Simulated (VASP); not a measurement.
Set up this calculation in VASP 6.6.1, as the native input.

```yaml
Task: single point
Functional: PBE
Potentials_or_basis: VASP PAW PBE potentials, release 64 (Li_sv, F)
Cutoff: 520 eV
k_mesh: 6 × 6 × 6
Occupations: gaussian, width 0.1 eV
Spin: no spin polarisation
Dipole_correction: no
Further_INCAR_settings: ALGO = Normal; EDIFF = 1e-06; NBANDS = 18
```

The structure of LiF lies in POSCAR:

```
LiF
1.0
    0.0000000000      2.0338410148      2.0338410148
    2.0338410148      2.0338410148      0.0000000000
   -2.0338410148      4.0676820296     -2.0338410148
Li F
2 2
Direct
    0.7500000000      0.7500000000      0.7500000000
    0.2500000000      0.2500000000      0.2500000000
    0.5000000000      0.5000000000      0.5000000000
    0.0000000000      1.0000000000      1.0000000000
```

The input as run:

INCAR

```
PREC = Accurate
ENCUT = 520
EDIFF = 1E-6
ISMEAR = 0
SIGMA = 0.1
LREAL = False
LASPH = True
NELM = 80
ALGO = Normal
ISIF = 2
LWAVE = False
LCHARG = True
GGA = PE
LELF = True
LVHAR = True
NBANDS = 18
```

KPOINTS

```
regular mesh
0
Gamma
  6 6 6
```

Potentials or basis: VASP PAW PBE potentials, release 64 (Li_sv, F).

Command:

```sh
$ cat potpaw_PBE.64/Li_sv/POTCAR potpaw_PBE.64/F/POTCAR > POTCAR
$ mpirun -np 1 vasp_std > vasp.out
```

It gave:

```json
{
 "Band gap on the k mesh": "8.83 eV"
}
```

Caveat: the k points lie up to 0.43 Å⁻¹ apart.

It took 7.3 s on 1 thread of Intel(R) Xeon(R) 6975P-C (Granite Rapids), on a shared host, peak memory 0.15 GiB.
